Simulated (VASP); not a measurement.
Input of a VASP 6.6.1 run:

The input INCAR:

```
ALGO = Normal ; EDIFF = 1E-7
EDIFFG = -0.02 ; ENCUT = 600
GGA = PS ; IBRION = 2
ISIF = 3 ; ISMEAR = 1
LASPH = True ; LCHARG = False
LREAL = False ; LWAVE = False
NELM = 60 ; NSW = 80
PREC = Accurate ; SIGMA = 0.05
```

Contents of KPOINTS:

```
k-points
0
Gamma
  4 4 4
```

Contents of POSCAR:

```
Ca3Lu
1.0
    5.3600000000      0.0000000000      0.0000000000
    0.0000000000      5.3600000000      0.0000000000
    0.0000000000      0.0000000000      5.3600000000
Lu Ca
1 3
Direct
    0.0000000000      0.0000000000      0.0000000000
    0.0000000000      0.5000000000      0.5000000000
    0.5000000000      0.0000000000      0.5000000000
    0.5000000000      0.5000000000      0.0000000000
```

Potentials or basis: VASP PAW PBE potentials, release 64 (Lu, Ca_sv).

Command:

```sh
$ cat potpaw_PBE.64/Lu/POTCAR potpaw_PBE.64/Ca_sv/POTCAR > POTCAR
$ mpirun -np 1 vasp_std > vasp.out
```

(1) What does it give for the relaxed volume?

(2) Estimate the relaxed cell.

Results:

(1) 36.97 Å³/atom.

(2) a = 5.288 Å, b = 5.288 Å, c = 5.288 Å, α = 90.00°, β = 90.00°, γ = 90.00°.

Caveat: the PAW data sets were made with another functional, which shifts forces and pressure a little.
